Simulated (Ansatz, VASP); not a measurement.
## Pt2C in VASP and in Ansatz

```
CELL_PARAMETERS angstrom
4.98344 0.00000 0.00000
0.00000 4.98344 0.00000
0.00000 0.00000 3.23589
ATOMIC_POSITIONS crystal
Pt 0.69681 0.30319 0.50000
Pt 0.30319 0.69681 0.50000
Pt 0.19681 0.19681 0.00000
Pt 0.80319 0.80319 0.00000
C 0.00000 0.00000 0.50000
C 0.50000 0.50000 0.00000
```

Change from the starting cell: species swapped into the TaO2 type (P4_2/mnm, No. 136).

Alike in both runs: task relaxation of cell and atoms; functional PBE; k mesh 8 × 8 × 12; occupations gaussian, width 0.1 eV; no spin polarisation.

|  | VASP | Ansatz |
| --- | --- | --- |
| version | VASP 6.6.1 | Ansatz 0.2.0 |
| potentials or method | VASP PAW PBE potentials, release 64 (Pt, C), cutoff 600 eV | scalar-relativistic, plane waves, PAW |
| valence electrons in the cell | 48 | 80 |

```tsv
	VASP	Ansatz	Ansatz less VASP
gap on the k mesh at the Fermi level, each at its own relaxed structure (eV)	none	none	-
relaxed volume (Å³/atom)	13.40	13.40	+0.001
relaxed cell length with the largest relative difference (Å)	3.219	3.215	-0.0032
```

A gap of «none» marks a metal or a gap that the smearing closes. VASP's potentials hold 48 valence electrons a cell and Ansatz's 80, so a difference there can come from the potentials and not from the codes.

Neither program's run includes spin-orbit coupling.
